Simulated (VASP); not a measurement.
# H2CO in VASP: single point with PBE+D3(BJ)

Aim: the single point of H2CO with PBE+D3(BJ).

All numbers are computed with VASP 6.6.1; they aren't measurements. Logs are shortened: lines on timing, memory, paths and dates and some standing lists are left out, and cuts for length are marked.

**1. The cell of the first run**

The cell holds a disordered packing, 32 atoms: a = 7.873 Å, b = 7.873 Å, c = 7.873 Å, α = 90.00°, β = 90.00°, γ = 90.00°.

**2. Single point, PBE+D3(BJ)**

File INCAR:

```
PREC     = Accurate       # precision mode
ENCUT    = 910            # plane-wave cutoff, eV
EDIFF    = 1E-6           # SCF threshold, eV
ISMEAR   = -1             # smearing method
SIGMA    = 0.02           # smearing width, eV
LREAL    = Auto         
LASPH    = T              # aspherical terms in the spheres
NELM     = 120            # most SCF steps
ALGO     = Normal         # electronic algorithm
ISIF     = 2              # what is computed and relaxed
LWAVE    = F              # write WAVECAR
LCHARG   = T              # write CHGCAR
GGA      = PE             # functional
IVDW     = 12             # dispersion correction
LELF     = T              # ELF
LVHAR    = T            
NBANDS   = 70             # bands
GGA_COMPAT= F
```

File KPOINTS:

```
regular mesh
0
Gamma
  1 1 1
```

File POSCAR:

```
H2CO
1.0
    7.8729940000      0.0000000000      0.0000000000
    0.0000000000      7.8729940000      0.0000000000
    0.0000000000      0.0000000000      7.8729940000
O C H
8 8 16
Direct
    0.7437069049     -0.0842373308      0.6982350044
   -0.0212879624     -0.0339261023      0.1525340931
    0.2718279729      0.7066816004      0.5696181148
    0.8764264268      0.3971297323      0.4989207410
    0.4599774876      0.3557477625      0.6444435243
    0.3682207811      0.7449897714      0.1542361140
    1.0380421984      0.4245906957      0.0854820923
    0.4718154237      0.2831324398      0.0788137270
    0.6583645307     -0.1356790060      0.8135405667
    0.1115712777      0.0337228759      0.1383082472
    0.1354376747      0.7484446197      0.5189512402
    0.7780521616      0.2977647385      0.5866256217
    0.3560017955      0.4084850058      0.7474919961
    0.4178842255      0.6221521317      0.2243365104
    0.9745974657      0.4894072065     -0.0339769089
    0.5616414797      0.1878573767      0.1605742364
    0.6584407406     -0.2725138619      0.8676622896
    0.5983873479     -0.0430204824      0.8949454299
    0.1790170296      0.0767687617      0.2493333540
    0.1728313269      0.0660866755      0.0137939899
    0.1200178738      0.8406585855      0.4167410772
    0.0137304817      0.7154965443      0.5874258255
    0.7230540249      0.1760194406      0.5428430404
    0.7382451962      0.3447735385      0.7092981399
    0.2231552571      0.3527120686      0.7624926426
    0.3435287770      0.5295825197      0.8096665640
    0.5591265534      0.5710534010      0.2082562237
    0.3243365866      0.5497273337      0.3210087547
    0.8489146569      0.4454468021     -0.0847962033
    1.0187737981      0.6114446423     -0.0855328989
    0.5045094662      0.0698844683      0.2023626590
    0.6996829923      0.2252637307      0.1978789772
```

Potentials or basis: VASP PAW PBE potentials, release 64 (O_h, C_h, H_h).

Launch:

```console
$ cat potpaw_PBE.64/O_h/POTCAR potpaw_PBE.64/C_h/POTCAR potpaw_PBE.64/H_h/POTCAR > POTCAR
$ mpirun -np 1 vasp_gam > vasp.out
```

OUTCAR:

```text
PREC = Accurate
   ENCUT = 910
   EDIFF = 1E-6
   ISMEAR = -1
   LREAL = Auto
   LASPH = T
   NELM = 120
   ISIF = 2
   GGA = PE
   IVDW = 12
 IVDW          = 12

 ion  position               nearest neighbor table
   1  0.744  0.916  0.698-   9 1.20
   2  0.979  0.966  0.153-  10 1.18
   3  0.272  0.707  0.570-  11 1.19
   4  0.876  0.397  0.499-  12 1.30
   5  0.460  0.356  0.644-  13 1.23
   6  0.368  0.745  0.154-  14 1.18
   7  0.038  0.425  0.085-  15 1.18
   8  0.472  0.283  0.079-  16 1.22
   9  0.658  0.864  0.814-  18 1.08  17 1.16   1 1.20
  10  0.112  0.034  0.138-  19 1.08  20 1.12   2 1.18
  11  0.135  0.748  0.519-  21 1.09  22 1.13   3 1.19
  12  0.778  0.298  0.587-  24 1.08  23 1.11   4 1.30
  13  0.356  0.408  0.747-  26 1.08  25 1.14   5 1.23
  14  0.418  0.622  0.224-   6 1.18  27 1.19  28 1.20
  15  0.975  0.489  0.966-  30 1.10  29 1.12   7 1.18
  16  0.562  0.188  0.161-  31 1.08  32 1.16   8 1.22
  17  0.658  0.727  0.868-   9 1.16
  18  0.598  0.957  0.895-   9 1.08
  19  0.179  0.077  0.249-  10 1.08
  20  0.173  0.066  0.014-  10 1.12
  21  0.120  0.841  0.417-  11 1.09
  22  0.014  0.715  0.587-  11 1.13
[... 8 lines left out ...]
  31  0.505  0.070  0.202-  16 1.08
  32  0.700  0.225  0.198-  16 1.16

  LATTYP: Found a simple cubic cell.
 ALAT       =     7.8729940000

  Lattice vectors:

 A1 = (   7.8729940000,   0.0000000000,   0.0000000000)
 A2 = (   0.0000000000,   7.8729940000,   0.0000000000)
 A3 = (   0.0000000000,   0.0000000000,   7.8729940000)

Analysis of symmetry for initial positions (statically):
=====================================================================
 Subroutine PRICEL returns:
 Original cell was already a primitive cell.

 Routine SETGRP: Setting up the symmetry group for a
 simple cubic supercell.

 Subroutine GETGRP returns: Found  1 space group operations
 (whereof  1 operations were pure point group operations)
 out of a pool of 48 trial point group operations.

The static configuration has the point symmetry C_1 .

Analysis of symmetry for dynamics (positions and initial velocities):
=====================================================================
 Subroutine PRICEL returns:
 Original cell was already a primitive cell.

 Routine SETGRP: Setting up the symmetry group for a
 simple cubic supercell.

 Subroutine GETGRP returns: Found  1 space group operations
 (whereof  1 operations were pure point group operations)
 out of a pool of 48 trial point group operations.

The dynamic configuration has the point symmetry C_1 .

 Subroutine INISYM returns: Found  1 space group operations
 (whereof  1 operations are pure point group operations),
 and found     1 'primitive' translations

----------------------------------------------------------------------------------------

                                     Primitive cell

  volume of cell :     487.9999

  direct lattice vectors                    reciprocal lattice vectors
     7.872994000  0.000000000  0.000000000     0.127016482  0.000000000  0.000000000
     0.000000000  7.872994000  0.000000000     0.000000000  0.127016482  0.000000000
     0.000000000  0.000000000  7.872994000     0.000000000  0.000000000  0.127016482

  length of vectors
     7.872994000  7.872994000  7.872994000     0.127016482  0.127016482  0.127016482

  position of ions in fractional coordinates (direct lattice)
     0.743706905  0.915762669  0.698235004
     0.978712038  0.966073898  0.152534093
     0.271827973  0.706681600  0.569618115
     0.876426427  0.397129732  0.498920741
     0.459977488  0.355747763  0.644443524
     0.368220781  0.744989771  0.154236114
[... 24 lines left out ...]
     0.504509466  0.069884468  0.202362659
     0.699682992  0.225263731  0.197878977

  ion indices of the primitive-cell ions
   primitive index   ion index
                 1           1
                 2           2
                 3           3
                 4           4
                 5           5
                 6           6
[... 24 lines left out ...]
                31          31
                32          32

----------------------------------------------------------------------------------------

 KPOINTS: regular mesh

Automatic generation of k-mesh.
 Grid dimensions read from file:
 generate k-points for:    1    1    1

 Generating k-lattice:

  Cartesian coordinates                     Fractional coordinates (reciprocal lattice)
     0.127016482  0.000000000  0.000000000     1.000000000  0.000000000  0.000000000
     0.000000000  0.127016482  0.000000000     0.000000000  1.000000000  0.000000000
     0.000000000  0.000000000  0.127016482     0.000000000  0.000000000  1.000000000

  Length of vectors
     0.127016482  0.127016482  0.127016482

  Shift w.r.t. Gamma in fractional coordinates (k-lattice)
     0.000000000  0.000000000  0.000000000

 Subroutine IBZKPT returns following result:
 ===========================================

 Found      1 irreducible k-points:

 Following reciprocal coordinates:
            Coordinates               Weight
  0.000000  0.000000  0.000000      1.000000
   k-points           NKPTS =      1   k-points in BZ     NKDIM =      1   number of bands    NBANDS=     70
   number of dos      NEDOS =    301   number of ions     NIONS =     32
   total plane-waves  NPLWV = 512000
   dimension x,y,z NGX =    80 NGY =   80 NGZ =   80
   dimension x,y,z NGXF=   160 NGYF=  160 NGZF=  160
   ions per type =               8   8  16
   NGX,Y,Z   is equivalent  to a cutoff of  16.89, 16.89, 16.89 a.u.
   NGXF,Y,Z  is equivalent  to a cutoff of  33.79, 33.79, 33.79 a.u.
 SYSTEM =  unknown system
   PREC   = accura    normal or accurate (medium, high low for compatibility)
   ISTART =      0    job   : 0-new  1-cont  2-samecut
   ICHARG =      2    charge: 1-file 2-atom 10-const
   ISPIN  =      1    spin polarized calculation?
   LNONCOLLINEAR =      F non collinear calculations
   LSORBIT =      F    spin-orbit coupling
   LASPH  =      T    aspherical Exc in radial PAW
   ENCUT  =  910.0 eV  66.88 Ry    8.18 a.u.  19.36 19.36 19.36*2*pi/ulx,y,z
   NELM   =    120;   NELMIN=  2; NELMDL= -5     # of ELM steps
   EDIFF  = 0.1E-05   stopping-criterion for ELM
   LREAL  =      T    real-space projection
   EDIFFG = 0.1E-04   stopping-criterion for IOM
   NSW    =      0    number of steps for IOM
   IBRION =     -1    ionic relax: 0-MD 1-quasi-New 2-CG
   NFREE  =      0    steps in history (QN), initial steepest desc. (CG)
   ISIF   =      2    stress and relaxation
   ISYM   =      2    0-nonsym 1-usesym 2-fastsym
   POTIM  = 0.5000    time-step for ionic-motion
   TEBEG  =    0.0;   TEEND  =   0.0 temperature during run
   PSTRESS=    0.0 pullay stress
   NELECT =      96.0000    total number of electrons
   NUPDOWN=      -1.0000    fix difference up-down
   EMIN   =  10.00;   EMAX   =-10.00  energy-range for DOS
   EFERMI =   0.00;   METHOD = LEGACY
   ISMEAR =    -1;   SIGMA  =   0.02  broadening in eV -4-tet -1-fermi 0-gaus
   EFERMI_NEDOS =   21; number of points for ismear=-14 and -15
   IALGO  =     38    algorithm
   IMIX   =      4    mixing-type and parameters
     AMIX     =   0.40;   BMIX     =  1.00
     AMIX_MAG =   1.60;   BMIX_MAG =  1.00
  volume/ion in A,a.u.               =      15.25       102.91
  Fermi-wavevector in a.u.,A,eV,Ry     =   0.952121  1.799247 12.334140  0.906534
  Thomas-Fermi vector in A             =   2.080654
   LORBIT       =      0    0 simple, 1 ext, 2 COOP (PROOUT), +10 PAW based schemes
   GGA     = PE    functional components
   LHFCALC =     F    Hartree Fock is set to
   AEXX    =    0.0000 exact exchange contribution
   IVDW    =    12    specifies the selected vdW correction
   LEPSILON=     F    determine dielectric tensor
   LRPA    =     F    only Hartree local field effects (RPA)
 non-spin polarized calculation
  energy-cutoff  :      910.00
  volume of cell :      488.00
 maximum number of plane-waves:     15276
 NGX is ok and might be reduce to    80
   NGX = 39   NGY = 39   NGZ = 39

 number of electron      95.9999998 magnetization

 Free energy of the ion-electron system (eV)
  ---------------------------------------------------
  ext. energy  EPLUGINS =         0.00000000
  ---------------------------------------------------
  free energy    TOTEN  =      -177.55863829 eV

  energy without entropy =     -177.55863829  energy(sigma->0) =     -177.55863829

 E-fermi :  -2.0818     XC(G=0):  -6.0707

 val. band max:       -2.6571799577   @ k =   0.0000   0.0000   0.0000
 cond. band min:       0.0338650112   @ k =   0.0000   0.0000   0.0000
 fundamental gap:      2.6910449689
 Fermi energy:        -2.0818294245

 k-point     1 :       0.0000    0.0000    0.0000
  band No.  band energies     occupation
      1     -24.1059      2.00000
      2     -23.9461      2.00000
      3     -23.8961      2.00000
      4     -23.8546      2.00000
      5     -23.8344      2.00000
      6     -23.7487      2.00000
[... 52 lines left out ...]
     59       3.6264      0.00000
     60       3.8436      0.00000
 [bands above 60 left out]

------------------------ aborting loop because EDIFF is reached ----------------------------------------

 Edisp (eV)   -1.15237

 E8    (eV) :    -0.2634

  FORCE on cell =-STRESS in cart. coord.  units (eV):
  Direction    XX          YY          ZZ          XY          YZ          ZX
  --------------------------------------------------------------------------------------
  -------------------------------------------------------------------------------------
  Total      -2.16070     1.78051     2.04006    -2.84412     0.12044     5.11125
  in kB      -7.09392     5.84568     6.69781    -9.33768     0.39543    16.78101
  external pressure =        1.82 kB  Pullay stress =        0.00 kB

 VOLUME and BASIS-vectors are now :
 -----------------------------------------------------------------------------
  energy-cutoff  :      910.00
  volume of cell :      488.00
      direct lattice vectors                 reciprocal lattice vectors
     7.872994000  0.000000000  0.000000000     0.127016482  0.000000000  0.000000000
     0.000000000  7.872994000  0.000000000     0.000000000  0.127016482  0.000000000
     0.000000000  0.000000000  7.872994000     0.000000000  0.000000000  0.127016482

 POSITION                                       TOTAL-FORCE (eV/Angst)
 -----------------------------------------------------------------------------------
      5.85520      7.20979      5.49720         0.392310     -0.436356     -1.067675
      7.70539      7.60589      1.20090        -2.649521     -1.472073     -0.092337
      2.14010      5.56370      4.48460         1.666451     -0.767711      0.581979
      6.90010      3.12660      3.92800        -2.690734     -3.270653      2.211838
      3.62140      2.80080      5.07370        -0.718927      0.393339      1.257370
      2.89900      5.86530      1.21430        -0.574760      2.165294     -1.453862
[... 24 lines left out ...]
      3.97200      0.55020      1.59320         0.188627     -1.035229      0.470233
      5.50860      1.77350      1.55790        -1.145515     -0.532949     -0.258595
 -----------------------------------------------------------------------------------
    total drift:                               -0.002367     -0.001275      0.002576

  FREE ENERGIE OF THE ION-ELECTRON SYSTEM (eV)
  ---------------------------------------------------
  free  energy   TOTEN  =      -178.7110063661 eV

  energy  without entropy=     -178.7110063661  energy(sigma->0) =     -178.71100637
```

Wall time 2.6 min (1 thread of Intel Xeon Platinum 8124M at 3.00GHz (Skylake/Cascade Lake), shared host); peak memory 0.89 GiB.

What came out:

```yaml
Free_energy: -178.7110 eV
Pressure: 0.2 GPa
Largest_force: 5.145 eV/Å
Band_gap_on_the_k_mesh: 2.69 eV
Dispersion_energy_per_atom: -0.036 eV
```

Forces on the atoms (eV/Å):
```
O    0.392 -0.436 -1.068
O   -2.650 -1.472 -0.092
O    1.666 -0.768  0.582
O   -2.691 -3.271  2.212
O   -0.719  0.393  1.257
O   -0.575  2.165 -1.454
O    1.352 -1.340  1.735
O    0.178  0.204 -0.227
C    0.822 -0.864  1.357
C    1.780  1.291 -0.983
C   -2.163  0.980  0.749
C    2.743  3.311 -2.827
C   -1.667 -0.738 -1.803
C    0.757 -3.087  2.373
C   -1.928  1.227 -0.951
C    0.832  1.255  0.012
H   -0.145  0.726 -0.869
H   -1.053  0.475  0.616
H    0.865  0.401  0.924
H   -0.095 -0.169  0.038
H   -0.066  0.162 -0.783
H    0.306 -0.241 -0.354
H    0.329  0.124 -0.192
H   -0.083 -0.181  0.785
H    0.724 -0.810 -0.149
H    1.424  1.085  0.665
H   -1.598  0.472  0.278
H    1.596  0.493 -1.370
H    0.171 -0.180 -0.221
H    0.450  0.360 -0.454
H    0.189 -1.035  0.470
H   -1.146 -0.533 -0.259
```

Caveat: the k points lie up to 0.80 Å⁻¹ apart; the cutoff is under 1.25 times the usual one of these potentials, so pressure, stress and relaxed cells hold a basis-set (Pulay) error; the atoms stand as in a frame of molecular dynamics.
